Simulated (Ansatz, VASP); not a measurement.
## Two plane-wave programs on Be4ZnSe

```
Be Zn Se
1.0
     0.00000    3.25211    3.25211
     3.25211    0.00000    3.25211
     3.25211    3.25211    0.00000
Be Zn Se
4 1 1
Direct
  0.62662 0.12015 0.62662
  0.62662 0.62662 0.12015
  0.12015 0.62662 0.62662
  0.62662 0.62662 0.62662
  0.00000 0.00000 0.00000
  0.25000 0.25000 0.25000
```

Alike in both runs: functional PBE; k mesh 4 × 4 × 4; occupations gaussian, width 0.2 eV; no spin polarisation.

Ansatz relaxed the structure, and its values are those at the end. VASP's run is a single point on that final structure, the one shown.

|  | VASP | Ansatz |
| --- | --- | --- |
| version | VASP 6.6.1 | Ansatz 0.2.0 |
| potentials or method | VASP PAW PBE potentials, release 64 (Be, Zn, Se), cutoff 600 eV | scalar-relativistic, plane waves, PAW |
| valence electrons in the cell | 26 | 36 |

Ansatz gave:

```
gap on the k mesh at the Fermi level (eV) : none
pressure (GPa)                            : 0.1
rms of the force components (eV/Å)        : 0.056
```

**Question.** Which values does VASP return?

**Answer.** gap on the k mesh at the Fermi level (eV): none; pressure (GPa): 0.2; rms of the force components (eV/Å): 0.055.

A gap of «none» marks a metal or a gap that the smearing closes. With one functional, cell and mesh, what is left measures potentials, basis and numerics. VASP's potentials hold 26 valence electrons a cell and Ansatz's 36, so a difference there can come from the potentials and not from the codes.

The k mesh is coarse, so the values compare programs but aren't converged.
